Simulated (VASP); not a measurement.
# TiO2 (P4_2/mnm) in VASP: single point with r2SCAN

Aim: the single point of TiO2 with r2SCAN.

Program: VASP 6.6.1. These are calculated values, not measurements. Logs are shortened: lines on timing, memory, paths and dates and some standing lists are left out, and cuts for length are marked.

## 1. The cell of the first run

The structure is tetragonal, space group P4_2/mnm (No. 136). The conventional cell has a = 4.597 Å, b = 4.597 Å, c = 2.953 Å, α = 90.00°, β = 90.00°, γ = 90.00°. Within 2.6 Å of Ti (site symmetry mmm) lie 6 O at 1.95 to 1.98 Å. O (site symmetry m2m) has 3 Ti at 1.95 to 1.98 Å and 1 O at 2.54 Å within 2.6 Å.

## 2. Single point, r2SCAN

The input, POSCAR:

```
TiO2
1.0
    4.5968534198      0.0000000000      0.0000000000
    0.0000000000      4.5968534198      0.0000000000
    0.0000000000      0.0000000000      2.9534913471
Ti O
2 4
Direct
    0.0000000000      0.0000000000      0.0000000000
    0.5000000000      0.5000000000      0.5000000000
    0.3046432207      0.3046432207      0.0000000000
    0.1953567793      0.8046432207      0.5000000000
    0.8046432207      0.1953567793      0.5000000000
    0.6953567793      0.6953567793      0.0000000000
```

The input, INCAR.step1:

```
SYSTEM = TiO2
ALGO     = Normal         ! electronic algorithm
EDIFF    = 1E-4           ! SCF threshold, eV
ENCUT    = 520            ! plane-wave cutoff, eV
GGA      = PE             ! functional
ISMEAR   = 0              ! smearing method
LASPH    = .True.         ! aspherical terms in the spheres
LCHARG   = .False.        ! write CHGCAR
LREAL    = .False.        ! projectors in reciprocal space
LWAVE    = .True.         ! write WAVECAR
NBANDS   = 33             ! bands
NELM     = 100            ! most SCF steps
PREC     = Accurate       ! precision mode
SIGMA    = 0.01           ! smearing width, eV
```

The input, INCAR.step2:

```
SYSTEM = TiO2
ALGO     = Normal         ! electronic algorithm
EDIFF    = 1E-7           ! SCF threshold, eV
ENCUT    = 520            ! plane-wave cutoff, eV
ISIF     = 2              ! what is computed and relaxed
ISMEAR   = 0              ! smearing method
ISTART   = 1            
LASPH    = .True.         ! aspherical terms in the spheres
LCHARG   = .True.         ! write CHGCAR
LELF     = .True.         ! ELF
LMIXTAU  = .True.       
LREAL    = .False.        ! projectors in reciprocal space
LVHAR    = .True.       
LWAVE    = .False.        ! write WAVECAR
METAGGA  = R2SCAN         ! meta-GGA
NBANDS   = 33             ! bands
NELM     = 100            ! most SCF steps
PREC     = Accurate       ! precision mode
SIGMA    = 0.01           ! smearing width, eV
```

The input, KPOINTS:

```
k-points
0
Gamma
  6 6 8
  0 0 0
```

Potentials or basis: VASP PAW PBE potentials, release 64 (Ti_sv, O).

The run is started by

```console
> cat potpaw_PBE.64/Ti_sv/POTCAR potpaw_PBE.64/O/POTCAR > POTCAR
> cp INCAR.step1 INCAR
> mpirun -np 1 vasp_std > vasp.out
> cp INCAR.step2 INCAR
> mpirun -np 1 vasp_std > vasp.out
```

OUTCAR:

```text
SYSTEM = TiO2
   EDIFF = 1E-7
   ENCUT = 520
   ISIF = 2
   ISMEAR = 0
   ISTART = 1
   LASPH = .True.
   LREAL = .False.
   METAGGA = R2SCAN
   NELM = 100
   PREC = Accurate

 ion  position               nearest neighbor table
   1  0.000  0.000  0.000-   4 1.95   5 1.95   4 1.95   5 1.95   3 1.98   6 1.98
   2  0.500  0.500  0.500-   3 1.95   6 1.95   3 1.95   6 1.95   5 1.98   4 1.98
   3  0.305  0.305  0.000-   2 1.95   2 1.95   1 1.98
   4  0.195  0.805  0.500-   1 1.95   1 1.95   2 1.98
   5  0.805  0.195  0.500-   1 1.95   1 1.95   2 1.98
   6  0.695  0.695  0.000-   2 1.95   2 1.95   1 1.98

  LATTYP: Found a simple tetragonal cell.
 ALAT       =     4.5968534198
 C/A-ratio  =     0.6425028334

  Lattice vectors:

 A1 = (   4.5968534198,   0.0000000000,   0.0000000000)
 A2 = (   0.0000000000,   4.5968534198,   0.0000000000)
 A3 = (   0.0000000000,   0.0000000000,   2.9534913471)

Analysis of symmetry for initial positions (statically):
=====================================================================
 Subroutine PRICEL returns:
 Original cell was already a primitive cell.

 Routine SETGRP: Setting up the symmetry group for a
 simple tetragonal supercell.

 Subroutine GETGRP returns: Found 16 space group operations
 (whereof  8 operations were pure point group operations)
 out of a pool of 16 trial point group operations.

The static configuration has the point symmetry D_2h.
 The point group associated with its full space group is D_4h.

Analysis of symmetry for dynamics (positions and initial velocities):
=====================================================================
 Subroutine PRICEL returns:
 Original cell was already a primitive cell.

 Routine SETGRP: Setting up the symmetry group for a
 simple tetragonal supercell.

 Subroutine GETGRP returns: Found 16 space group operations
 (whereof  8 operations were pure point group operations)
 out of a pool of 16 trial point group operations.

The dynamic configuration has the point symmetry D_2h.
 The point group associated with its full space group is D_4h.

 Subroutine INISYM returns: Found 16 space group operations
 (whereof  8 operations are pure point group operations),
 and found     1 'primitive' translations

----------------------------------------------------------------------------------------

                                     Primitive cell

  volume of cell :      62.4104

  direct lattice vectors                    reciprocal lattice vectors
     4.596853420  0.000000000  0.000000000     0.217540110  0.000000000  0.000000000
     0.000000000  4.596853420  0.000000000     0.000000000  0.217540110  0.000000000
     0.000000000  0.000000000  2.953491347     0.000000000  0.000000000  0.338582336

  length of vectors
     4.596853420  4.596853420  2.953491347     0.217540110  0.217540110  0.338582336

  position of ions in fractional coordinates (direct lattice)
     0.000000000  0.000000000  0.000000000
     0.500000000  0.500000000  0.500000000
     0.304643221  0.304643221  0.000000000
     0.195356779  0.804643221  0.500000000
     0.804643221  0.195356779  0.500000000
     0.695356779  0.695356779  0.000000000

  ion indices of the primitive-cell ions
   primitive index   ion index
                 1           1
                 2           2
                 3           3
                 4           4
                 5           5
                 6           6

----------------------------------------------------------------------------------------

 KPOINTS: k-points

Automatic generation of k-mesh.
 Grid dimensions read from file:
 generate k-points for:    6    6    8

 Generating k-lattice:

  Cartesian coordinates                     Fractional coordinates (reciprocal lattice)
     0.036256685  0.000000000  0.000000000     0.166666667  0.000000000  0.000000000
     0.000000000  0.036256685  0.000000000     0.000000000  0.166666667  0.000000000
     0.000000000  0.000000000  0.042322792     0.000000000  0.000000000  0.125000000

  Length of vectors
     0.036256685  0.036256685  0.042322792

  Shift w.r.t. Gamma in fractional coordinates (k-lattice)
     0.000000000  0.000000000  0.000000000

 Subroutine IBZKPT returns following result:
 ===========================================

 Found     50 irreducible k-points:

 Following reciprocal coordinates:
            Coordinates               Weight
  0.000000  0.000000  0.000000      1.000000
  0.166667  0.000000  0.000000      4.000000
  0.333333  0.000000  0.000000      4.000000
  0.500000  0.000000  0.000000      2.000000
  0.166667  0.166667  0.000000      4.000000
  0.333333  0.166667  0.000000      8.000000
[... 16 lines left out ...]
  0.333333  0.000000  0.250000      8.000000
  0.500000  0.000000  0.250000      4.000000
 [... further k-points ...]
   k-points           NKPTS =     50   k-points in BZ     NKDIM =     50   number of bands    NBANDS=     33
   number of dos      NEDOS =    301   number of ions     NIONS =      6
   total plane-waves  NPLWV =  31104
   dimension x,y,z NGX =    36 NGY =   36 NGZ =   24
   dimension x,y,z NGXF=    72 NGYF=   72 NGZF=   48
   ions per type =               2   4
   NGX,Y,Z   is equivalent  to a cutoff of  13.02, 13.02, 13.51 a.u.
   NGXF,Y,Z  is equivalent  to a cutoff of  26.04, 26.04, 27.02 a.u.
 SYSTEM =  TiO2
   PREC   = accura    normal or accurate (medium, high low for compatibility)
   ISTART =      1    job   : 0-new  1-cont  2-samecut
   ICHARG =      0    charge: 1-file 2-atom 10-const
   ISPIN  =      1    spin polarized calculation?
   LNONCOLLINEAR =      F non collinear calculations
   LSORBIT =      F    spin-orbit coupling
   LASPH  =      T    aspherical Exc in radial PAW
   ENCUT  =  520.0 eV  38.22 Ry    6.18 a.u.   8.55  8.55  5.49*2*pi/ulx,y,z
   NELM   =    100;   NELMIN=  2; NELMDL=  0     # of ELM steps
   EDIFF  = 0.1E-06   stopping-criterion for ELM
   LREAL  =      F    real-space projection
   EDIFFG = 0.1E-05   stopping-criterion for IOM
   NSW    =      0    number of steps for IOM
   IBRION =     -1    ionic relax: 0-MD 1-quasi-New 2-CG
   NFREE  =      0    steps in history (QN), initial steepest desc. (CG)
   ISIF   =      2    stress and relaxation
   ISYM   =      2    0-nonsym 1-usesym 2-fastsym
   POTIM  = 0.5000    time-step for ionic-motion
   TEBEG  =    0.0;   TEEND  =   0.0 temperature during run
   PSTRESS=    0.0 pullay stress
   NELECT =      48.0000    total number of electrons
   NUPDOWN=      -1.0000    fix difference up-down
   EMIN   =  10.00;   EMAX   =-10.00  energy-range for DOS
   EFERMI =   0.00;   METHOD = LEGACY
   ISMEAR =     0;   SIGMA  =   0.01  broadening in eV -4-tet -1-fermi 0-gaus
   EFERMI_NEDOS =   21; number of points for ismear=-14 and -15
   IALGO  =     38    algorithm
   IMIX   =      4    mixing-type and parameters
     AMIX     =   0.40;   BMIX     =  1.00
     AMIX_MAG =   1.60;   BMIX_MAG =  1.00
  volume/ion in A,a.u.               =      10.40        70.19
  Fermi-wavevector in a.u.,A,eV,Ry     =   1.499925  2.834447 30.610051  2.249775
  Thomas-Fermi vector in A             =   2.611492
   LORBIT       =      0    0 simple, 1 ext, 2 COOP (PROOUT), +10 PAW based schemes
   METAGGA = R2SCAN    functional components
   LHFCALC =     F    Hartree Fock is set to
   AEXX    =    0.0000 exact exchange contribution
   IVDW    =     0    specifies the selected vdW correction
   LEPSILON=     F    determine dielectric tensor
   LRPA    =     F    only Hartree local field effects (RPA)
 non-spin polarized calculation
 Gauss-broadening in eV      SIGMA  =   0.01
  energy-cutoff  :      520.00
  volume of cell :       62.41
 maximum number of plane-waves:      1698
 NGX is ok and might be reduce to    36
   NGX = 17   NGY = 17   NGZ = 11

 number of electron      48.0000021 magnetization

 Free energy of the ion-electron system (eV)
  ---------------------------------------------------
  ext. energy  EPLUGINS =         0.00000000
  ---------------------------------------------------
  free energy    TOTEN  =       -69.79416809 eV

  energy without entropy =      -69.79416809  energy(sigma->0) =      -69.79416809

 E-fermi :   4.7032     XC(G=0): -12.1568

 val. band max:        4.5434593753   @ k =   0.0000   0.0000   0.0000
 cond. band min:       6.7732900039   @ k =   0.0000   0.0000   0.0000
 fundamental gap:      2.2298306286
 Fermi energy:         4.7031713576

 k-point     1 :       0.0000    0.0000    0.0000
  band No.  band energies     occupation
      1     -54.5981      2.00000
      2     -54.5802      2.00000
      3     -29.8649      2.00000
      4     -29.8649      2.00000
      5     -29.6864      2.00000
      6     -29.6864      2.00000
[... 25 lines left out ...]
     32      11.5319      0.00000
     33      11.5319      0.00000

 k-point     2 :       0.1667    0.0000    0.0000
  band No.  band energies     occupation
      1     -54.5969      2.00000
      2     -54.5814      2.00000
      3     -29.8553      2.00000
      4     -29.8545      2.00000
      5     -29.6979      2.00000
      6     -29.6970      2.00000
[... 25 lines left out ...]
     32      11.4335      0.00000
     33      11.4541      0.00000

 k-point     3 :       0.3333    0.0000    0.0000
  band No.  band energies     occupation
      1     -54.5936      2.00000
      2     -54.5847      2.00000
      3     -29.8301      2.00000
      4     -29.8279      2.00000
      5     -29.7267      2.00000
      6     -29.7244      2.00000
[... 25 lines left out ...]
     32      11.2358      0.00000
     33      11.2755      0.00000

 k-point     4 :       0.5000    0.0000    0.0000
  band No.  band energies     occupation
      1     -54.5891      2.00000
      2     -54.5891      2.00000
      3     -29.8081      2.00000
      4     -29.8081      2.00000
      5     -29.7475      2.00000
      6     -29.7475      2.00000
[... 673 lines left out ...]
     32      10.6291      0.00000
     33      10.9510      0.00000

 k-point    23 :       0.3333    0.0000    0.2500
  band No.  band energies     occupation
      1     -54.5716      2.00000
      2     -54.5653      2.00000
      3     -29.8904      2.00000
      4     -29.8772      2.00000
      5     -29.7679      2.00000
      6     -29.7606      2.00000
[... 25 lines left out ...]
     32      10.1778      0.00000
     33      11.1183      0.00000

 k-point    24 :       0.5000    0.0000    0.2500
  band No.  band energies     occupation
      1     -54.5684      2.00000
      2     -54.5684      2.00000
      3     -29.8876      2.00000
      4     -29.8876      2.00000
      5     -29.7477      2.00000
      6     -29.7477      2.00000
[... 25 lines left out ...]
     32      10.0048      0.00000
     33      11.5568      0.00000

 [... further k-points ...]
[... 5 lines left out ...]
  --------------------------------------------------------------------------------------
  -------------------------------------------------------------------------------------
  Total        0.4025858      0.4025858      0.6867475      0.0000000      0.0000000      0.0000000
  in kB       10.3350377     10.3350377     17.6299323      0.0000000      0.0000000      0.0000000
  external PRESSURE =      12.7666692 kB  Pullay stress =       0.0000000 kB

 VOLUME and BASIS-vectors are now :
 -----------------------------------------------------------------------------
  energy-cutoff  :      520.00
  volume of cell :       62.41
      direct lattice vectors                 reciprocal lattice vectors
     4.596853420  0.000000000  0.000000000     0.217540110  0.000000000  0.000000000
     0.000000000  4.596853420  0.000000000     0.000000000  0.217540110  0.000000000
     0.000000000  0.000000000  2.953491347     0.000000000  0.000000000  0.338582336

 POSITION                                       TOTAL-FORCE (eV/Angst)
 -----------------------------------------------------------------------------------
      0.00000      0.00000      0.00000         0.000000     -0.000000      0.000000
      2.29843      2.29843      1.47675         0.000000     -0.000000      0.000000
      1.40040      1.40040      0.00000        -0.026952     -0.026952      0.000000
      0.89803      3.69883      1.47675         0.026952     -0.026952      0.000000
      3.69883      0.89803      1.47675        -0.026952      0.026952     -0.000000
      3.19645      3.19645      0.00000         0.026952      0.026952     -0.000000
 -----------------------------------------------------------------------------------
    total drift:                                0.000000      0.000000      0.000000

  FREE ENERGIE OF THE ION-ELECTRON SYSTEM (eV)
  ---------------------------------------------------
  free  energy   TOTEN  =       -69.7941680938 eV

  energy  without entropy=      -69.7941680938  energy(sigma->0) =      -69.79416809
```

Wall time 14 min (1 thread of AMD EPYC 7R43 (Zen 3), shared host); peak memory 0.2 GiB.

Results:

```yaml
Free_energy: -69.7942 eV
Pressure: 1.3 GPa
Largest_force: 0.038 eV/Å
Band_gap_on_the_k_mesh: 2.23 eV, direct
```

Forces in eV/Å, atoms in the order of the input:
```
Ti   0.000  0.000  0.000
Ti   0.000  0.000  0.000
O   -0.027 -0.027  0.000
O    0.027 -0.027  0.000
O   -0.027  0.027  0.000
O    0.027  0.027  0.000
```

Levels at points of the mesh, in eV from the valence-band top:
```csv
k point,band 20,band 21,band 22,band 23,band 24,band 25,band 26,band 27,band 28,band 29
"(0.00, 0.00, 0.00)",-2.07,-0.76,-0.49,-0.49,0.00,2.23,2.55,2.79,2.88,2.88
"(0.50, 0.00, 0.00)",-3.15,-1.70,-1.70,-0.77,-0.77,2.92,2.92,3.41,3.41,3.95
"(0.50, 0.50, 0.00)",-2.21,-1.38,-1.38,-1.13,-1.13,2.27,2.27,2.90,2.90,4.21
"(0.00, 0.00, 0.50)",-2.88,-2.40,-2.40,-1.48,-1.48,3.33,3.33,3.59,3.59,4.05
"(0.50, 0.00, 0.50)",-2.47,-2.08,-2.08,-1.09,-1.09,2.29,2.29,3.62,3.62,4.29
"(0.50, 0.50, 0.50)",-2.86,-1.31,-1.31,-0.72,-0.72,2.97,2.97,3.60,3.60,3.64
```

Caveat: the PAW data sets were made with another functional, which shifts forces and pressure a little.
